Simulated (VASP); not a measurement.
Runs of VASP 6.6.1 on ZnSe (Stilleite). The structure is that of space group F-43m (No. 216), or close to it. The cells are those of the table. 

```tsv
task	level	cell	cutoff (eV)	gap on the mesh (eV)	pressure (GPa)
single point	r2SCAN	a = 4.033 Å, angles 60.0°, 2 atoms	520	(b)	-1.2
single point	r2SCAN	a = 4.007 Å, angles 60.0°, 2 atoms	520	1.87	0.1
relaxation of cell and atoms	PBEsol	relaxed from a = 4.008 Å, angles 60.0°, 2 atoms	600	1.23	0.0
single point	r2SCAN	a = 3.953 Å, angles 60.0°, 2 atoms	520	2.05	(a)
single point	PBE	a = 4.053 Å, angles 60.0°, 2 atoms	520	1.16	0.2
```

Alike in all rows: potentials or basis VASP PAW PBE potentials, release 64 (Zn, Se); no spin polarisation; k mesh 8 × 8 × 8; smearing fermi-dirac 0.02 eV.

Problem. Estimate the missing entries.

Solution. (a) 3.0; (b) 1.78.

Caveats: the PAW data sets were made with another functional, which shifts forces and pressure a little (some runs).

A k mesh can miss the band edges, and the runs leave out spin-orbit coupling on Se.
